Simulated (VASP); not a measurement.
The system is Re.

```
CELL_PARAMETERS angstrom
2.77673 0.00000 0.00000
-1.38836 2.40471 0.00000
0.00000 0.00000 8.95055
ATOMIC_POSITIONS crystal
Re 0.00000 0.00000 0.00000
Re 0.33333 0.66667 0.25000
Re 0.00000 0.00000 0.50000
Re 0.66667 0.33333 0.75000
```

- Program: VASP 6.6.1
- Task: relaxation of cell and atoms
- Functional: PBEsol
- Potentials or basis: VASP PAW PBE potentials, release 64 (Re)
- Cutoff: 600 eV
- k mesh: 18 × 18 × 6
- Occupations: gaussian, width 0.1 eV
- Spin: no spin polarisation

At the start: pressure -10.0 GPa; volume 14.94 Å³/atom.

Question: Where does the relaxation end?

Answer: Over 7 steps the energy falls by 12.5 meV/atom and the volume is 14.55 Å³/atom (-2.6 %); space group P6_3/mmc (No. 194, to 0.1 Å) before and after.

The path:
```
step  energy change (eV)  largest force (eV/Å)  pressure (GPa)  volume (Å³)
   1              0.0000                0.0000          -10.01        59.76
   2              0.9489                0.0000           57.53        52.05
   3             -0.0499                0.0000           -0.55        58.29
   4             -0.0501                0.0000           -0.09        58.22
   5             -0.0501                0.0000            0.12        58.19
   6             -0.0500                0.0000           -0.39        58.26
   7             -0.0501                0.0000            0.01        58.20
```

Final structure:
```
Re
1.0
     2.75261    0.00000    0.00000
    -1.37631    2.38383    0.00000
     0.00000    0.00000    8.87007
Re
4
Cartesian
  0.0000 0.0000 0.0000
  0.0000 1.5892 2.2175
  0.0000 0.0000 4.4350
  1.3763 0.7946 6.6526
```

Caveat: the highest band is partly filled, so the run has too few bands; the PAW data sets were made with another functional, which shifts forces and pressure a little.
